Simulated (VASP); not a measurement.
# MnHg (P4/mmm) in VASP: further runs, part 2 of 2

VASP 6.6.1. The steps go on from the part before.

**3. Electric field gradients, LDA, collinear spin, ferromagnetic start**

File INCAR:

```
SYSTEM = MnHg
PREC = Accurate
ENCUT = 520
EDIFF = 1E-8
ISMEAR = -1
SIGMA = 0.05
LREAL = .FALSE.
LASPH = .TRUE.
NELM = 150
ALGO = Normal
ISIF = 2
LWAVE = .FALSE.
LCHARG = .FALSE.
ISPIN = 2
MAGMOM = 4 0
LORBIT = 11
LMAXMIX = 4
GGA = CA
LEFG = .TRUE.
NBANDS = 24
```

File KPOINTS:

```
Automatic mesh
0
G
  10 10 10
  0 0 0
```

File POSCAR:

```
MnHg
1.0
    3.2880000000      0.0000000000      0.0000000000
    0.0000000000      3.2880000000      0.0000000000
    0.0000000000      0.0000000000      3.3130000000
Mn Hg
1 1
Direct
    0.5000000000      0.5000000000      0.5000000000
    0.0000000000      0.0000000000      0.0000000000
```

Potentials or basis: VASP PAW LDA potentials, release 64 (Mn_pv, Hg).

Run with:

```console
cat potpaw_LDA.64/Mn_pv/POTCAR potpaw_LDA.64/Hg/POTCAR > POTCAR
mpirun -np 1 vasp_std > vasp.out
```

OUTCAR:

```text
SYSTEM = MnHg
   PREC = Accurate
   ENCUT = 520
   EDIFF = 1E-8
   ISMEAR = -1
   LREAL = .FALSE.
   LASPH = .TRUE.
   NELM = 150
   ISIF = 2
   ISPIN = 2
   LORBIT = 11
   GGA = CA

 ion  position               nearest neighbor table
   1  0.500  0.500  0.500-   2 2.85   2 2.85   2 2.85   2 2.85   2 2.85   2 2.85   2 2.85   2 2.85

   2  0.000  0.000  0.000-   1 2.85   1 2.85   1 2.85   1 2.85   1 2.85   1 2.85   1 2.85   1 2.85

  LATTYP: Found a simple tetragonal cell.
 ALAT       =     3.2880000000
 C/A-ratio  =     1.0076034063

  Lattice vectors:

 A1 = (   3.2880000000,   0.0000000000,   0.0000000000)
 A2 = (   0.0000000000,   3.2880000000,   0.0000000000)
 A3 = (   0.0000000000,   0.0000000000,   3.3130000000)

Analysis of symmetry for initial positions (statically):
=====================================================================
 Subroutine PRICEL returns:
 Original cell was already a primitive cell.

 Routine SETGRP: Setting up the symmetry group for a
 simple tetragonal supercell.

 Subroutine GETGRP returns: Found 16 space group operations
 (whereof 16 operations were pure point group operations)
 out of a pool of 16 trial point group operations.

The static configuration has the point symmetry D_4h.

Analysis of symmetry for dynamics (positions and initial velocities):
=====================================================================
 Subroutine PRICEL returns:
 Original cell was already a primitive cell.

 Routine SETGRP: Setting up the symmetry group for a
 simple tetragonal supercell.

 Subroutine GETGRP returns: Found 16 space group operations
 (whereof 16 operations were pure point group operations)
 out of a pool of 16 trial point group operations.

The dynamic configuration has the point symmetry D_4h.

Analysis of structural, dynamic, and magnetic symmetry:
=====================================================================
 Subroutine PRICEL returns:
 Original cell was already a primitive cell.

 Routine SETGRP: Setting up the symmetry group for a
 simple tetragonal supercell.

 Subroutine GETGRP returns: Found 16 space group operations
 (whereof 16 operations were pure point group operations)
 out of a pool of 16 trial point group operations.

The overall configuration has the point symmetry D_4h.

 Subroutine INISYM returns: Found 16 space group operations
 (whereof 16 operations are pure point group operations),
 and found     1 'primitive' translations

----------------------------------------------------------------------------------------

                                     Primitive cell

  volume of cell :      35.8167

  direct lattice vectors                    reciprocal lattice vectors
     3.288000000  0.000000000  0.000000000     0.304136253  0.000000000  0.000000000
     0.000000000  3.288000000  0.000000000     0.000000000  0.304136253  0.000000000
     0.000000000  0.000000000  3.313000000     0.000000000  0.000000000  0.301841232

  length of vectors
     3.288000000  3.288000000  3.313000000     0.304136253  0.304136253  0.301841232

  position of ions in fractional coordinates (direct lattice)
     0.500000000  0.500000000  0.500000000
[... 108 lines left out ...]
   LRPA    =     F    only Hartree local field effects (RPA)
 spin polarized calculation
  energy-cutoff  :      520.00
  volume of cell :       35.82
 maximum number of plane-waves:       984
   NGX = 13   NGY = 13   NGZ = 13

 number of electron      25.0000001 magnetization       3.7090272

 Free energy of the ion-electron system (eV)
  ---------------------------------------------------
  ext. energy  EPLUGINS =         0.00000000
  ---------------------------------------------------
  free energy    TOTEN  =        -9.92466803 eV

  energy without entropy =       -9.90436589  energy(sigma->0) =       -9.91451696

 E-fermi :   5.2909     XC(G=0): -12.0855

 val. band max:        5.2905316864   @ k =   0.2000   0.2000   0.0000
 cond. band min:       5.2912820606   @ k =   0.2000   0.2000   0.4000
 fundamental gap:      0.0007503743
 Fermi energy:         5.2908898888

 spin component 1

 k-point     1 :       0.0000    0.0000    0.0000
  band No.  band energies     occupation
      1     -43.9741      1.00000
      2     -43.9676      1.00000
      3     -43.9676      1.00000
      4      -4.3508      1.00000
      5      -2.9230      1.00000
      6      -2.9105      1.00000
[... 637 lines left out ...]
     23      22.1266      0.00000
     24      23.9622      0.00000

 [... further k-points ...]

 spin component 2

 k-point     1 :       0.0000    0.0000    0.0000
  band No.  band energies     occupation
      1     -40.4586      1.00000
      2     -40.4544      1.00000
      3     -40.4544      1.00000
      4      -4.0745      1.00000
      5      -2.8765      1.00000
      6      -2.8616      1.00000
[... 637 lines left out ...]
     23      22.6349      0.00000
     24      24.4051      0.00000

 [... further k-points ...]

------------------------ aborting loop because EDIFF is reached ----------------------------------------

  FORCE on cell =-STRESS in cart. coord.  units (eV):
  Direction    XX          YY          ZZ          XY          YZ          ZX
  --------------------------------------------------------------------------------------
  -------------------------------------------------------------------------------------
  Total       -1.9285999     -1.9285999     -1.9257541      0.0000000     -0.0000000     -0.0000000
  in kB      -86.2715656    -86.2715656    -86.1442648      0.0000000     -0.0000000     -0.0000000
  external PRESSURE =     -86.2291320 kB  Pullay stress =       0.0000000 kB

 VOLUME and BASIS-vectors are now :
 -----------------------------------------------------------------------------
  energy-cutoff  :      520.00
  volume of cell :       35.82
      direct lattice vectors                 reciprocal lattice vectors
     3.288000000  0.000000000  0.000000000     0.304136253  0.000000000  0.000000000
     0.000000000  3.288000000  0.000000000     0.000000000  0.304136253  0.000000000
     0.000000000  0.000000000  3.313000000     0.000000000  0.000000000  0.301841232

 POSITION                                       TOTAL-FORCE (eV/Angst)
 -----------------------------------------------------------------------------------
      1.64400      1.64400      1.65650         0.000000      0.000000      0.000000
      0.00000      0.00000      0.00000         0.000000      0.000000      0.000000
 -----------------------------------------------------------------------------------
    total drift:                                0.000000      0.000000     -0.000000

  FREE ENERGIE OF THE ION-ELECTRON SYSTEM (eV)
  ---------------------------------------------------
  free  energy   TOTEN  =        -9.9246680252 eV

  energy  without entropy=       -9.9043658887  energy(sigma->0) =       -9.91451696

 Electric field gradients (V/A^2)
---------------------------------------------------------------------
 ion       V_xx      V_yy      V_zz      V_xy      V_xz      V_yz
---------------------------------------------------------------------
   1      -0.459    -0.459     0.917    -0.000    -0.000     0.000
   2       0.773     0.773    -1.545    -0.000     0.000    -0.000
---------------------------------------------------------------------

 Electric field gradients after diagonalization (V/A^2)
 (convention: |V_zz| > |V_xx| > |V_yy|)
----------------------------------------------------------------------
 ion       V_xx      V_yy      V_zz     asymmetry (V_yy - V_xx)/ V_zz
----------------------------------------------------------------------
   1      -0.459    -0.459     0.917       0.000
   2       0.773     0.773    -1.545       0.000
----------------------------------------------------------------------

           NMR quadrupolar parameters

 Cq : quadrupolar parameter    Cq=e*Q*V_zz/h
 eta: asymmetry parameters     (V_yy - V_xx)/ V_zz
 Q  : nuclear electric quadrupole moment in mb (millibarn)
----------------------------------------------------------------------
 ion       Cq(MHz)       eta       Q (mb)
----------------------------------------------------------------------
   1       0.002       0.000       1.000
   2      -0.004       0.000       1.000
----------------------------------------------------------------------

 total charge

# of ion       s       p       d       tot
------------------------------------------
    1        0.252   6.174   5.022  11.448
    2        0.816   0.522   9.256  10.594
--------------------------------------------------
tot          1.068   6.696  14.278  22.042

 magnetization (x)

# of ion       s       p       d       tot
------------------------------------------
    1        0.017   0.009   3.575   3.601
    2       -0.042  -0.046   0.044  -0.044
--------------------------------------------------
tot         -0.024  -0.037   3.619   3.558
```

stdout:

```text
POSCAR found type information on POSCAR MnHg
 POSCAR found :  2 types and       2 ions
 scaLAPACK will be used
 LDA part: xc-table for (Slater(with rela. corr.)+CA(PZ))
 , standard interpolation
 POSCAR, INCAR and KPOINTS ok, starting setup
 FFT: planning ... GRIDC
 FFT: planning ... GRID_SOFT
 FFT: planning ... GRID
 WAVECAR not read
 entering main loop
ion   1

ion   2
```

It took 3.6 min on 1 thread of Intel Xeon 8259CL, shared host; peak memory 0.27 GiB.

What came out:

* Free energy: -9.9247 eV
* Pressure: -8.6 GPa
* Net moment: 3.71 μB per cell
* Site moments: Mn +3.60; Hg -0.04 μB
* Largest electric field gradient by atom: Mn +0.9; Hg -1.5 V/Å²
* Valence electrons inside the program's atomic spheres: Mn 11.45; Hg 10.59

Levels at points of the mesh, in eV from the Fermi level:
Spin up:
```
           k point  band 11  band 12  band 13  band 14  band 15  band 16  band 17  band 18
(0.00, 0.00, 0.00)    -2.46    -1.61    -1.61    -1.61     4.91     5.13     5.13     9.01
(0.50, 0.00, 0.00)    -2.84    -2.38    -2.35    -1.83    -1.07    10.17    10.37    10.95
(0.50, 0.50, 0.00)    -1.64    -1.64    -1.53    -1.53    -1.48     1.02     3.34    11.94
(0.00, 0.00, 0.50)    -2.85    -2.35    -2.35    -1.82    -1.12    10.30    10.30    11.05
(0.50, 0.00, 0.50)    -1.64    -1.63    -1.58    -1.56    -1.50     0.98     3.27    12.07
(0.50, 0.50, 0.50)    -3.42    -1.48    -1.46     0.55     4.34     4.34     4.40     4.86
```
Spin down:
```tsv
k point	band 9	band 10	band 11	band 12	band 13	band 14
(0.00, 0.00, 0.00)	-6.94	0.19	0.21	1.43	1.43	1.44
(0.50, 0.00, 0.00)	-4.80	-4.37	-0.17	0.34	0.39	1.22
(0.50, 0.50, 0.00)	-3.35	-1.21	-1.21	0.42	1.26	1.26
(0.00, 0.00, 0.50)	-4.88	-4.40	-0.18	0.39	0.39	1.24
(0.50, 0.00, 0.50)	-3.41	-1.26	-1.24	0.38	1.27	1.28
(0.50, 0.50, 0.50)	-1.56	-1.55	-1.55	0.54	1.76	1.78
```

Electric field gradients, principal values (V/Å²):
| atom | least | middle | greatest (by size) |
| --- | --- | --- | --- |
| 1 Mn | -0.459 | -0.459 | 0.917 |
| 2 Hg | 0.773 | 0.773 | -1.545 |

Caveat: the cell stands under tension; without QUAD_EFG the Cq values of the log hold for a quadrupole moment of 1 mb, not for the nuclei; spin-orbit coupling is left out, which moves the levels of the heavy elements.
